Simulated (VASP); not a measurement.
A run of VASP 6.6.1 is set up as follows.

INCAR

```
SYSTEM = SnC2
ALGO = Normal
EDIFF = 1E-7
EDIFFG = -0.08
ENCUT = 600
GGA = PE
GGA_COMPAT = .False.
IBRION = 2
ISIF = 3
ISMEAR = 0
LASPH = .True.
LCHARG = .False.
LREAL = .False.
LWAVE = .False.
NELM = 120
NELMIN = 4
NSW = 36
PREC = Accurate
SIGMA = 0.2
```

File KPOINTS:

```
k-points
0
Gamma
  7 7 7
  0 0 0
```

File POSCAR:

```
SnC2
1.0
   -1.9750000000      1.9750000000      3.2500000000
    1.9750000000     -1.9750000000      3.2500000000
    1.9750000000      1.9750000000     -3.2500000000
Sn C
1 2
Direct
    0.0000000000      0.0000000000      0.0000000000
    0.4060000000      0.4060000000      0.0000000000
    0.5940000000      0.5940000000      0.0000000000
```

Potentials or basis: VASP PAW PBE potentials, release 64 (Sn_d, C).

Command:

```console
$ cat potpaw_PBE.64/Sn_d/POTCAR potpaw_PBE.64/C/POTCAR > POTCAR
$ mpirun -np 1 vasp_std > vasp.out
```

Q: Predict the space group after relaxing (to 0.1 Å).

A: I4/mmm (No. 139).

Q: Predict the relaxed cell.

A: a = 4.376 Å, b = 4.376 Å, c = 4.376 Å, α = 124.66°, β = 124.66°, γ = 82.10°.

Q: Predict the relaxed volume.

A: 18.18 Å³/atom.

Q: Predict the band gap on the k mesh.

A: 0.96 eV (least direct gap 1.58 eV).

Final structure:
```cif
data_structure
_symmetry_space_group_name_H-M 'P 1'
_symmetry_Int_Tables_number 1
_cell_length_a 4.3764
_cell_length_b 4.3764
_cell_length_c 4.3764
_cell_angle_alpha 124.659
_cell_angle_beta 124.659
_cell_angle_gamma 82.103
_cell_volume 54.53
loop_
_atom_site_label
_atom_site_type_symbol
_atom_site_fract_x
_atom_site_fract_y
_atom_site_fract_z
_atom_site_occupancy
Sn1 Sn 0.00000 0.00000 0.00000 1
C1 C 0.40370 0.40370 0.00000 1
C2 C 0.59630 0.59630 0.00000 1
```

Caveat: spin-orbit coupling is left out, which moves the levels of the heavy elements. A k mesh can miss the band edges.
